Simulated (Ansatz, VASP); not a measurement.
In5Sb2As3: VASP beside Ansatz

```
In Sb As
1.0
     0.00000   -5.50801    0.00000
    -6.52693    0.00000   -0.09345
     0.22357    0.00000   -7.31798
In Sb As
5 2 3
Direct
  0.00000 0.03548 0.93460
  0.00000 0.61625 0.76566
  0.00000 0.22863 0.54589
  0.00000 0.82564 0.35286
  0.00000 0.42218 0.15564
  0.50000 0.72013 0.56426
  0.50000 0.90910 0.13513
  0.50000 0.13991 0.71065
  0.50000 0.30529 0.40187
  0.50000 0.54739 0.93344
```

Alike in both runs: task single point; functional PBE; k mesh 4 × 4 × 4; occupations gaussian, width 0.2 eV; no spin polarisation.

```csv
,VASP,Ansatz
version,VASP 6.6.1,Ansatz 0.2.0
potentials or method,"VASP PAW PBE potentials, release 64 (In_d, Sb, As), cutoff 520 eV","scalar-relativistic, plane waves, PAW"
valence electrons in the cell,90,140
```

VASP gave:

| Property | Result |
| --- | --- |
| gap on the k mesh at the Fermi level (eV) | none |
| pressure (GPa) | 0.0 |
| traceless stress, the component that is largest in VASP (GPa) | -1.30 |
| rms of the force components (eV/Å) | 0.054 |

What did Ansatz give for the same quantities?

gap on the k mesh at the Fermi level (eV): none; pressure (GPa): -0.1; traceless stress, the component that is largest in VASP (GPa): -1.29; rms of the force components (eV/Å): 0.047.

Atom by atom the forces differ by 0.009 eV/Å (rms over components). A gap of «none» marks a metal or a gap that the smearing closes. VASP's potentials hold 90 valence electrons a cell and Ansatz's 140, so a difference there can come from the potentials and not from the codes.

Neither program's run includes spin-orbit coupling.
